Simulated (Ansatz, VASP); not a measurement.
# Two plane-wave programs on MoSe2

File INCAR:

```
SYSTEM = MoSe2
PREC = Accurate
ENCUT = 450
EDIFF = 1E-7
ISMEAR = 0
SIGMA = 0.02
LREAL = .FALSE.
LASPH = .TRUE.
NELM = 120
ALGO = Normal
ISIF = 2
LWAVE = .FALSE.
LCHARG = .FALSE.
GGA = PE
IBRION = 2
NSW = 60
EDIFFG = -0.008
GGA_COMPAT = .FALSE.
NELMIN = 4
```

The input KPOINTS:

```
regular mesh
0
G
  9 9 2
  0 0 0
```

The input POSCAR:

```
MoSe2
1.0
    3.4703557885      0.0000000000      0.0000000000
   -1.7351778943      3.0054162730      0.0000000000
    0.0000000000      0.0000000000     15.4967147218
Mo Se
2 4
Direct
    0.6666666667      0.3333333333      0.7500000000
    0.3333333333      0.6666666667      0.2500000000
    0.3333333333      0.6666666667      0.8571043490
    0.6666666667      0.3333333333      0.3571043490
    0.3333333333      0.6666666667      0.6428956510
    0.6666666667      0.3333333333      0.1428956510
```

Input for Ansatz:

```yaml
crystal:
  lattice:
    - [3.4703557885, 0.0, 0.0]
    - [-1.7351778943, 3.005416273, 0.0]
    - [0.0, 0.0, 15.4967147218]
  atoms:
    - { symbol: Mo, position: [0.6666666667, 0.3333333333, 0.75] }
    - { symbol: Mo, position: [0.3333333333, 0.6666666667, 0.25] }
    - { symbol: Se, position: [0.3333333333, 0.6666666667, 0.857104349] }
    - { symbol: Se, position: [0.6666666667, 0.3333333333, 0.357104349] }
    - { symbol: Se, position: [0.3333333333, 0.6666666667, 0.642895651] }
    - { symbol: Se, position: [0.6666666667, 0.3333333333, 0.142895651] }
basis:
  ecutwfc: 420
kpoints:
  mp_grid: { grid: [9, 9, 2] }
hamiltonian:
  xc: pbe
scf:
  occupations: { method: gaussian, width: 0.02 }
output:
  forces: true
  stress: true
  eigenvalues: true
relax:
  adjacent_minimum: "off"
  f_tol: 0.008
  max_steps: 40
```

Change from the starting cell: equal strain along all axes, cell held, atoms relaxed: +4.5 %.

Alike in both runs: task relaxation of the atoms; functional PBE; k mesh 9 × 9 × 2; occupations gaussian, width 0.02 eV; no spin polarisation.

|  | VASP | Ansatz |
| --- | --- | --- |
| version | VASP 6.6.1 | Ansatz 0.2.0 |
| potentials or method | VASP PAW PBE potentials, release 64 (Mo_sv, Se), cutoff 450 eV | scalar-relativistic, plane waves, PAW |
| valence electrons in the cell | 52 | 92 |

|  | VASP | Ansatz | Ansatz less VASP |
| --- | --- | --- | --- |
| gap on the k mesh at the Fermi level, each at its own relaxed structure (eV) | 0.69 | 0.69 | -0.005 |

VASP's potentials hold 52 valence electrons a cell and Ansatz's 92, so a difference there can come from the potentials and not from the codes. Ansatz's warnings: stress scf threshold loose.
